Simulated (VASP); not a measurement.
# Ga (I4/mmm) in VASP: a series of runs, part 2 of 2

VASP 6.6.1. Earlier steps stand in the parts before.

**3. Single point, LDA**

This run uses another cell than the first one, of the same volume but with other edges.

Input file INCAR:

```
  ALGO = Fast
  EDIFF = 1E-7
  ENCUT = 520
  ISIF = 2
  ISMEAR = 0
  LASPH = True
  LCHARG = False
  LREAL = False
  LWAVE = False
  NBANDS = 12
  NELM = 100
  PREC = Accurate
  SIGMA = 0.15
```

Input file KPOINTS:

```
k-points
0
Gamma
  26 26 26
```

Input file POSCAR:

```
Ga
1.0
   -1.3212145845      1.3212145845      2.5170831701
    1.3212145845     -1.3212145845      2.5170831701
    1.3212145845      1.3212145845     -2.5170831701
Ga
1
Direct
    0.0000000000      0.0000000000      0.0000000000
```

Potentials or basis: VASP PAW LDA potentials, release 64 (Ga_d).

Run with:

```
> cat potpaw_LDA.64/Ga_d/POTCAR > POTCAR
> mpirun -np 1 vasp_std > vasp.out
```

It took 8.7 min on 1 thread of Intel Xeon 8259CL, shared host; peak memory 0.36 GiB.

It converged, with:

* Free energy: -3.5403 eV
* Pressure: -0.4 GPa
* Band gap on the k mesh: zero (an odd number of electrons rules out a gap without spin polarisation)

Stress tensor (GPa, compression positive):
```
 1.16  0.00  0.00
 0.00  1.16  0.00
 0.00  0.00 -3.62
```

Levels at points of the mesh, in eV from the Fermi level:
```
           k point  band 2  band 3  band 4  band 5  band 6  band 7  band 8  band 9  band 10  band 11
(0.00, 0.00, 0.00)  -15.13  -14.92  -14.92  -14.75  -11.56   10.26   13.37   13.37    14.87    16.72
(0.50, 0.00, 0.00)  -15.16  -14.93  -14.82  -14.75   -4.72   -4.11    6.06   10.02    14.52    17.96
(0.50, 0.50, 0.00)  -15.20  -14.91  -14.82  -14.57   -1.28    0.20    2.96    5.47     7.60     8.35
(0.50, 0.50, 0.50)  -15.23  -14.79  -14.79  -14.73   -6.15   -4.52    8.99    8.99    12.05    13.58
```

**4. Single point, LDA**

This run uses another cell than the first one, of the same volume but with other edges.

Input file INCAR:

```
SYSTEM = Ga
PREC     = Accurate       ! precision mode
ENCUT    = 520            ! plane-wave cutoff, eV
EDIFF    = 1E-7           ! SCF threshold, eV
ISMEAR   = 0              ! smearing method
SIGMA    = 0.15           ! smearing width, eV
LREAL    = .False.        ! projectors in reciprocal space
LASPH    = .True.         ! aspherical terms in the spheres
NELM     = 100            ! most SCF steps
ALGO     = Fast           ! electronic algorithm
ISIF     = 2              ! what is computed and relaxed
LWAVE    = .False.        ! write WAVECAR
LCHARG   = .False.        ! write CHGCAR
NBANDS   = 12             ! bands
```

Input file KPOINTS:

```
Automatic mesh
0
Gamma
  26 26 26
  0 0 0
```

Input file POSCAR:

```
Ga
1.0
   -1.3600959458      1.3600959458      2.3752273858
    1.3600959458     -1.3600959458      2.3752273858
    1.3600959458      1.3600959458     -2.3752273858
Ga
1
Direct
    0.0000000000      0.0000000000      0.0000000000
```

Run with:

```
> cat potpaw_LDA.64/Ga_d/POTCAR > POTCAR
> mpirun -np 1 vasp_std > vasp.out
```

It took 9.5 min on 1 thread of Intel Xeon 8259CL, shared host; peak memory 0.36 GiB.

Results (log left out):

```yaml
Free_energy: -3.5587 eV
Pressure: -1.3 GPa
Band_gap_on_the_k_mesh: zero (an odd number of electrons rules out a gap without spin polarisation)
```

Stress tensor (GPa, compression positive):
```
-0.77  0.00  0.00
 0.00 -0.77  0.00
 0.00  0.00 -2.31
```

Levels at points of the mesh, in eV from the Fermi level:
```tsv
k point	band 4	band 5	band 6	band 7	band 8	band 9
(0.00, 0.00, 0.00)	-14.95	-14.78	-11.57	12.06	13.07	13.07
(0.50, 0.00, 0.00)	-14.80	-14.74	-4.88	-4.17	7.23	11.29
(0.50, 0.50, 0.00)	-14.80	-14.62	-1.74	-0.58	3.45	5.19
(0.50, 0.50, 0.50)	-14.77	-14.74	-5.10	-4.16	7.78	7.78
```

**5. Single point, LDA**

This run uses another cell than the first one, of the same volume but with other edges.

Input file INCAR:

```
SYSTEM = Ga
PREC = Accurate ; ENCUT = 520
EDIFF = 1E-6 ; ISMEAR = 0
SIGMA = 0.15 ; LREAL = .False.
LASPH = .True. ; NELM = 100
ALGO = Fast ; ISIF = 2
LWAVE = .False. ; LCHARG = .False.
GGA = CA ; NBANDS = 12
```

Input file KPOINTS:

```
regular mesh
0
Gamma
  26 26 26
  0 0 0
```

Input file POSCAR:

```
Ga
1.0
   -1.3813508781      1.3813508781      2.3026942042
    1.3813508781     -1.3813508781      2.3026942042
    1.3813508781      1.3813508781     -2.3026942042
Ga
1
Direct
    0.0000000000      0.0000000000      0.0000000000
```

Potentials or basis: VASP PAW LDA potentials, release 64 (Ga_d).

Run with:

```
> cat potpaw_LDA.64/Ga_d/POTCAR > POTCAR
> mpirun -np 1 vasp_std > vasp.out
```

OUTCAR:

```text
SYSTEM = Ga
   PREC = Accurate
   ENCUT = 520
   EDIFF = 1E-6
   ISMEAR = 0
   LREAL = .False.
   LASPH = .True.
   NELM = 100
   ISIF = 2
   GGA = CA

 ion  position               nearest neighbor table
   1  0.000  0.000  0.000-

  LATTYP: Found a body centered tetragonal cell.
 ALAT       =     2.7627017562
 C/A-ratio  =     1.6669871795

  Lattice vectors:

 A1 = (  -1.3813508781,   1.3813508781,   2.3026942042)
 A2 = (   1.3813508781,  -1.3813508781,   2.3026942042)
 A3 = (   1.3813508781,   1.3813508781,  -2.3026942042)

Analysis of symmetry for initial positions (statically):
=====================================================================
 Subroutine PRICEL returns:
 Original cell was already a primitive cell.

 Routine SETGRP: Setting up the symmetry group for a
 body centered tetragonal supercell.

 Subroutine GETGRP returns: Found 16 space group operations
 (whereof 16 operations were pure point group operations)
 out of a pool of 16 trial point group operations.

The static configuration has the point symmetry D_4h.

Analysis of symmetry for dynamics (positions and initial velocities):
[... 171 lines left out ...]
      5      -8.8548      2.00000
      6      -5.6255      2.00000
      7      18.5769      0.00000
      8      18.9132      0.00000
      9      18.9132      0.00000
     10      22.4673      0.00000
     11      22.7425      0.00000
     12      23.4058      0.00000
[... 331 lines left out ...]
 k-point    24 :       0.3846    0.0385    0.0000
  band No.  band energies     occupation
      1      -9.1750      2.00000
      2      -9.1572      2.00000
      3      -8.9983      2.00000
      4      -8.8631      2.00000
      5      -8.8347      2.00000
      6      -1.2467      2.00000
      7       4.6534      2.00000
      8      14.0985      0.00000
      9      17.6169      0.00000
     10      18.4188      0.00000
     11      21.6117      0.00000
     12      23.7370      0.00000

 [... further k-points ...]

------------------------ aborting loop because EDIFF is reached ----------------------------------------

  FORCE on cell =-STRESS in cart. coord.  units (eV):
  Direction    XX          YY          ZZ          XY          YZ          ZX
  --------------------------------------------------------------------------------------
  -------------------------------------------------------------------------------------
  Total       -0.1296797     -0.1296797     -0.2068445      0.0000000      0.0000000      0.0000000
  in kB      -11.8216516    -11.8216516    -18.8560267      0.0000000      0.0000000      0.0000000
  external PRESSURE =     -14.1664433 kB  Pullay stress =       0.0000000 kB

 VOLUME and BASIS-vectors are now :
 -----------------------------------------------------------------------------
  energy-cutoff  :      520.00
  volume of cell :       17.58
      direct lattice vectors                 reciprocal lattice vectors
    -1.381350878  1.381350878  2.302694204     0.000000000  0.361964515  0.217136952
     1.381350878 -1.381350878  2.302694204     0.361964515  0.000000000  0.217136952
     1.381350878  1.381350878 -2.302694204     0.361964515  0.361964515  0.000000000

 POSITION                                       TOTAL-FORCE (eV/Angst)
 -----------------------------------------------------------------------------------
      0.00000      0.00000      0.00000         0.000000      0.000000     -0.000000
 -----------------------------------------------------------------------------------
    total drift:                                0.000000      0.000000     -0.000000

  FREE ENERGIE OF THE ION-ELECTRON SYSTEM (eV)
  ---------------------------------------------------
  free  energy   TOTEN  =        -3.5630274697 eV

  energy  without entropy=       -3.5592247810  energy(sigma->0) =       -3.56112613
```

It took 7.9 min on 1 thread of Intel Xeon 8259CL, shared host; peak memory 0.36 GiB.

What came out:

```yaml
Free_energy: -3.5630 eV
Pressure: -1.4 GPa
Band_gap_on_the_k_mesh: zero (an odd number of electrons rules out a gap without spin polarisation)
```

Stress tensor (GPa, compression positive):
```
-1.18  0.00  0.00
 0.00 -1.18  0.00
 0.00  0.00 -1.89
```

**6. Overview**

| cell | further INCAR settings | gap on the mesh (eV) | pressure (GPa) |
| --- | --- | --- | --- |
| a = 2.897 Å, angles 118.5, 118.5, 92.7°, 1 atom | ALGO = Fast; EDIFF = 1e-06; NBANDS = 12 | none | -1.4 |
| a = 3.135 Å, angles 130.1, 130.1, 73.2°, 1 atom | ALGO = Fast; EDIFF = 1e-07; NBANDS = 12 | none | -0.4 |
| a = 3.056 Å, angles 127.2, 127.2, 78.0°, 1 atom | ALGO = Fast; EDIFF = 1e-07; NBANDS = 12 | none | -1.3 |
| a = 3.020 Å, angles 125.6, 125.6, 80.6°, 1 atom | ALGO = Fast; EDIFF = 1e-06; NBANDS = 12 | none | -1.4 |

Alike in all rows: task single point; level LDA; potentials or basis VASP PAW LDA potentials, release 64 (Ga_d); no spin polarisation; k mesh 26 × 26 × 26; cutoff (eV) 520; smearing gaussian 0.15 eV.

Total energies depend on the potentials used, so only differences within one code and one set of settings carry meaning.
